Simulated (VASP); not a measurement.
Set up this calculation in VASP 6.6.1, as the native input.

| Property | Result |
| --- | --- |
| Task | electric field gradients |
| Functional | LDA |
| Potentials or basis | VASP PAW LDA potentials, release 64 (Sr_sv, O) |
| Cutoff | 520 eV |
| k mesh | 8 × 8 × 8 |
| Occupations | fermi-dirac, width 0.02 eV |
| Spin | no spin polarisation |
| Dipole correction | no |
| Further INCAR settings | ALGO = Normal; EDIFF = 1e-08; NBANDS = 15 |

The structure of SrO lies in POSCAR:

```
SrO
1.0
    0.0000000000      2.5698000000      2.5698000000
    2.5698000000      0.0000000000      2.5698000000
    2.5698000000      2.5698000000      0.0000000000
Sr O
1 1
Direct
    0.0000000000      0.0000000000      0.0000000000
    0.5000000000      0.5000000000      0.5000000000
```

One way to write it, as run:

INCAR

```
SYSTEM = SrO
PREC = Accurate
ENCUT = 520
EDIFF = 1E-8
ISMEAR = -1
SIGMA = 0.02
LREAL = .False.
LASPH = .True.
NELM = 80
ALGO = Normal
ISIF = 2
LWAVE = .False.
LCHARG = .False.
LEFG = .True.
NBANDS = 15
```

KPOINTS

```
regular mesh
0
Gamma
  8 8 8
  0 0 0
```

Potentials or basis: VASP PAW LDA potentials, release 64 (Sr_sv, O).

Run with:

```bash
$ cat potpaw_LDA.64/Sr_sv/POTCAR potpaw_LDA.64/O/POTCAR > POTCAR
$ mpirun -np 1 vasp_std > vasp.out
```

It gave:

The pressure is -3.5 GPa. The band gap on the k mesh is 3.10 eV, indirect (least direct gap 3.18 eV).

Caveat: without QUAD_EFG the Cq values of the log hold for a quadrupole moment of 1 mb, not for the nuclei.

Run time: 15 s on 1 thread of Intel(R) Xeon(R) Platinum 8488C (Sapphire Rapids), on a shared host, peak memory 0.15 GiB.
